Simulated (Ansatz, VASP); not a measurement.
Two plane-wave programs on LiF

File POSCAR:

```
LiF
1.0
    0.0000000000      2.1035895517      2.1035895517
    2.1035895517      0.0000000000      2.1035895517
    2.1035895517      2.1035895517      0.0000000000
Li F
1 1
Direct
    0.0000000000      0.0000000000      0.0000000000
    0.5000000000      0.5000000000      0.5000000000
```

Contents of INCAR.step1:

```
PREC = Accurate
ENCUT = 520
ISMEAR = 0
SIGMA = 0.01
LREAL = False
LASPH = True
NELM = 60
NBANDS = 12
GGA = PE
ALGO = Normal
EDIFF = 1E-4
LWAVE = True
LCHARG = False
```

INCAR.step2

```
PREC = Accurate
ENCUT = 520
EDIFF = 1E-6
ISMEAR = 0
SIGMA = 0.01
LREAL = False
LASPH = True
NELM = 60
ALGO = Normal
ISIF = 2
LWAVE = False
LCHARG = True
METAGGA = R2SCAN
LMIXTAU = True
LELF = True
LVHAR = True
NBANDS = 12
ISTART = 1
```

Contents of KPOINTS:

```
regular mesh
0
Gamma
  10 10 10
```

Input for Ansatz:

```yaml
crystal:
  lattice:
    - [0.0, 2.1035895517, 2.1035895517]
    - [2.1035895517, 0.0, 2.1035895517]
    - [2.1035895517, 2.1035895517, 0.0]
  atoms:
    - { symbol: Li, position: [0.0, 0.0, 0.0] }
    - { symbol: F, position: [0.5, 0.5, 0.5] }
kpoints:
  mp_grid: { grid: [10, 10, 10] }
  band_path:
    path:
      - [0.0, 0.0, 0.0]
      - [0.5, 0.0, 0.5]
      - [0.625, 0.25, 0.625]
      - [0.375, 0.375, 0.75]
      - [0.5, 0.5, 0.5]
      - [0.5, 0.25, 0.75]
      - [-0.0625, 0.0, 0.0625]
    npoints: 1
hamiltonian:
  xc: r2scan
scf:
  occupations: { method: fixed }
  n_extra_bands: 4
output:
  forces: true
  stress: true
  eigenvalues: true
  write_density: true
  write_potential: true
  elf: true
  volumetric_format: npy
```

Change from the starting cell: hydrostatic strain +5.5%.

Alike in both runs: task single point; functional r2SCAN; k mesh 10 × 10 × 10; no spin polarisation.

|  | VASP | Ansatz |
| --- | --- | --- |
| version | VASP 6.6.1 | Ansatz 0.2.0 |
| potentials or method | VASP PAW PBE potentials, release 64 (Li_sv, F) | plane waves, PAW |
| plane-wave cutoff (eV) | 520 | 500 |
| occupations | gaussian, width 0.01 eV | fixed |
| valence electrons in the cell | 10 | 10 |

Ansatz gave:

```
gap on the k mesh at the Fermi level (eV) : 8.94
```

Task: Which values does VASP return?

Result: gap on the k mesh at the Fermi level (eV): 9.08.

VASP's potentials were made for PBE, not for r2SCAN.

Noted on VASP's run: the cutoff is short for stress, so the pressure is rough.
